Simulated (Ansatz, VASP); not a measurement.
# Two plane-wave programs on RbReB2

```
Rb Re B
1.0
     3.77211    0.00000    0.00000
     0.00000    3.77211    0.00000
     0.00000    0.00000    7.14201
Rb Re B
1 1 2
Direct
  0.00000 0.00000 0.46323
  0.00000 0.00000 0.96263
  0.00000 0.50000 0.86612
  0.50000 0.00000 0.86612
```

Alike in both runs: task relaxation of cell and atoms; functional PBE; k mesh 12 × 12 × 8; occupations gaussian, width 0.1 eV; no spin polarisation.

|  | VASP | Ansatz |
| --- | --- | --- |
| version | VASP 6.6.1 | Ansatz 0.2.0 |
| potentials or method | VASP PAW PBE potentials, release 64 (Rb_sv, Re, B), cutoff 600 eV | scalar-relativistic, plane waves, PAW |
| valence electrons in the cell | 22 | 30 |

VASP gave:

```
gap on the k mesh at the Fermi level, each at its own relaxed structure (eV) : none
relaxed volume (Å³/atom)                                                     : 25.62
relaxed cell length with the largest relative difference (Å)                 : 3.802
```

Task: Estimate Ansatz's values.

Result: gap on the k mesh at the Fermi level, each at its own relaxed structure (eV): none; relaxed volume (Å³/atom): 25.51; relaxed cell length with the largest relative difference (Å): 3.794.

A gap of «none» marks a metal or a gap that the smearing closes. VASP's potentials hold 22 valence electrons a cell and Ansatz's 30, so a difference there can come from the potentials and not from the codes.

Neither program's run includes spin-orbit coupling.
